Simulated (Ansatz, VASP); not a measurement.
# Zr4Si8H: VASP beside Ansatz

The input INCAR:

```
SYSTEM = Zr4Si8H
PREC = Accurate
ENCUT = 520
EDIFF = 1E-7
ISMEAR = 0
SIGMA = 0.1
LREAL = .FALSE.
LASPH = .TRUE.
NELM = 80
ALGO = Normal
ISIF = 2
LWAVE = .FALSE.
LCHARG = .FALSE.
LDIPOL = .TRUE.
IDIPOL = 3
DIPOL = 0.5 0.5 0.485
GGA = PS
NBANDS = 52
```

File KPOINTS:

```
regular mesh
0
G
  8 8 1
  0 0 0
```

The input POSCAR:

```
Zr4Si8H
1.0
    3.6567655750      0.0000000000      0.0000000000
    0.0000000000      3.6742585520      0.0000000000
    0.0000000000      0.0000000000     31.4530958601
Si Zr H
8 4 1
Direct
    0.2500000000      0.5000000000      0.2702436682
    0.7500000000      0.0000000000      0.2704583514
    0.2500000000      0.0000000000      0.3611375859
    0.7500000000      0.0000000000      0.4111138191
    0.2500000000      0.0000000000      0.5024279006
    0.7500000000      0.5000000000      0.5023556793
    0.2500000000      0.5000000000      0.5953667887
    0.7500000000      0.5000000000      0.6480932133
    0.7500000000      0.5000000000      0.3376312043
    0.2500000000      0.5000000000      0.4346202008
    0.7500000000      0.0000000000      0.5691137127
    0.2500000000      0.0000000000      0.6619846606
    0.2500000000      0.5000000000      0.7352335847
```

Input for Ansatz:

```yaml
crystal:
  lattice:
    - [3.656765575, 0.0, 0.0]
    - [0.0, 3.674258552, 0.0]
    - [0.0, 0.0, 31.4530958601]
  atoms:
    - { symbol: Si, position: [0.25, 0.5, 0.2702436682] }
    - { symbol: Si, position: [0.75, 0.0, 0.2704583514] }
    - { symbol: Zr, position: [0.75, 0.5, 0.3376312043] }
    - { symbol: Si, position: [0.25, 0.0, 0.3611375859] }
    - { symbol: Si, position: [0.75, 0.0, 0.4111138191] }
    - { symbol: Zr, position: [0.25, 0.5, 0.4346202008] }
    - { symbol: Si, position: [0.25, 0.0, 0.5024279006] }
    - { symbol: Si, position: [0.75, 0.5, 0.5023556793] }
    - { symbol: Zr, position: [0.75, 0.0, 0.5691137127] }
    - { symbol: Si, position: [0.25, 0.5, 0.5953667887] }
    - { symbol: Si, position: [0.75, 0.5, 0.6480932133] }
    - { symbol: Zr, position: [0.25, 0.0, 0.6619846606] }
    - { symbol: H, position: [0.25, 0.5, 0.7352335847] }
basis:
  ecutwfc: 420
kpoints:
  mp_grid: { grid: [8, 8, 1] }
hamiltonian:
  xc: pbesol
scf:
  occupations: { method: gaussian, width: 0.1 }
output:
  forces: true
  stress: true
  eigenvalues: true
  write_density: true
  write_potential: true
  elf: true
  volumetric_format: npy
efield:
  axis: 3
  dipole_correction: true
  ramp_width: 0.04
```

Alike in both runs: task single point; functional PBEsol; k mesh 8 × 8 × 1; occupations gaussian, width 0.1 eV; no spin polarisation.

|  | VASP | Ansatz |
| --- | --- | --- |
| version | VASP 6.6.1 | Ansatz 0.2.0 |
| potentials or method | VASP PAW PBE potentials, release 64 (Si, Zr_sv, H), cutoff 520 eV | scalar-relativistic, plane waves, PAW |
| valence electrons in the cell | 81 | 81 |

VASP gave:

```
gap on the k mesh at the Fermi level (eV) : none
rms of the force components (eV/Å)        : 0.473
```

Task: What did Ansatz give for the same quantities?

Result: gap on the k mesh at the Fermi level (eV): none; rms of the force components (eV/Å): 0.470.

VASP's potentials were made for PBE, not for PBEsol. A gap of «none» marks a metal or a gap that the smearing closes. Ansatz's warnings: xc potential rough in thin density.
